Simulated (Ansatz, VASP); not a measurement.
**Al: VASP beside Ansatz**

The input INCAR:

```
PREC = Accurate ; ENCUT = 520
EDIFF = 1E-6 ; ISMEAR = 0
SIGMA = 0.15 ; LREAL = False
LASPH = True ; NELM = 80
ALGO = Normal ; ISIF = 2
LWAVE = False ; LCHARG = False
GGA = PS ; IVDW = 12
NBANDS = 14
```

KPOINTS

```
regular mesh
0
Gamma
  18 18 6
```

POSCAR

```
Al
1.0
    2.9330564415      0.0000000000      0.0000000000
   -1.4665282207      2.5401013891      0.0000000000
    0.0000000000      0.0000000000      8.8845212669
Al
4
Direct
    0.0000000000      0.0000000000      0.0000000000
    0.3333333333      0.6666666667      0.2500000000
    0.0000000000      0.0000000000      0.5000000000
    0.6666666667      0.3333333333      0.7500000000
```

Input for Ansatz:

```yaml
crystal:
  lattice:
    - [2.9330564415, 0.0, 0.0]
    - [-1.4665282207, 2.5401013891, 0.0]
    - [0.0, 0.0, 8.8845212669]
  atoms:
    - { symbol: Al, position: [0.0, 0.0, 0.0] }
    - { symbol: Al, position: [0.3333333333, 0.6666666667, 0.25] }
    - { symbol: Al, position: [0.0, 0.0, 0.5] }
    - { symbol: Al, position: [0.6666666667, 0.3333333333, 0.75] }
basis:
  ecutwfc: 420
kpoints:
  mp_grid: { grid: [18, 18, 6] }
hamiltonian:
  xc: pbesol
  pseudopotentials: { kind: paw, azcp: { folder: soft_1 } }
  dispersion: d3bj
scf:
  occupations: { method: gaussian, width: 0.15 }
output:
  forces: true
  stress: true
  eigenvalues: true
```

Alike in both runs: task single point; functional PBEsol; dispersion D3(BJ); k mesh 18 × 18 × 6; occupations gaussian, width 0.15 eV; no spin polarisation.

```csv
,VASP,Ansatz
version,VASP 6.6.1,Ansatz 0.2.0
potentials or method,"VASP PAW PBE potentials, release 64 (Al), cutoff 520 eV","scalar-relativistic, plane waves, PAW"
valence electrons in the cell,12,12
```

Ansatz gave:

```
gap on the k mesh at the Fermi level (eV)                     : none
pressure (GPa)                                                : -4.0
traceless stress, the component that is largest in VASP (GPa) : 3.31
```

Question: Estimate VASP's values.

Answer: gap on the k mesh at the Fermi level (eV): none; pressure (GPa): -3.9; traceless stress, the component that is largest in VASP (GPa): 3.34.

VASP's potentials were made for PBE, not for PBEsol, and Ansatz warns of the same on its side. A gap of «none» marks a metal or a gap that the smearing closes.
